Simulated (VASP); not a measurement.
Input of a VASP 6.6.1 run:

INCAR

```
SYSTEM = MoS2
PREC = Accurate
ENCUT = 520
EDIFF = 1E-7
ISMEAR = -1
SIGMA = 0.1
LREAL = .False.
LASPH = .True.
NELM = 100
ALGO = Normal
ISIF = 2
LWAVE = .False.
LCHARG = .False.
GGA = PS
NBANDS = 20
```

The input KPOINTS:

```
Automatic mesh
0
Gamma
  8 8 2
  0 0 0
```

Contents of POSCAR:

```
MoS2
1.0
    3.1841300000      0.0000000000      0.0000000000
   -1.5920600000      2.7575300000      0.0000000000
    0.0000000000      0.0000000000     17.3346000000
Mo S
1 2
Direct
    0.0000000000      0.0000000000      0.0000000000
    0.3333333333      0.6666666667      0.0894900000
    0.3333333333      0.6666666667      0.9105100000
```

Potentials or basis: VASP PAW PBE potentials, release 64 (Mo_sv, S).

Run with:

```bash
$ cat potpaw_PBE.64/Mo_sv/POTCAR potpaw_PBE.64/S/POTCAR > POTCAR
$ mpirun -np 1 vasp_std > vasp.out
```

Q: Estimate the largest force.

A: 0.144 eV/Å.

Q: Estimate the band gap on the k mesh.

A: 1.78 eV (least direct gap 1.99 eV).

Forces in eV/Å, atoms in the order of the input:
```
Mo   0.000  0.000  0.000
S    0.000  0.000 -0.144
S    0.000  0.000  0.144
```

Caveat: there is no dipole correction, which matters where the two faces differ; the PAW data sets were made with another functional, which shifts forces and pressure a little.
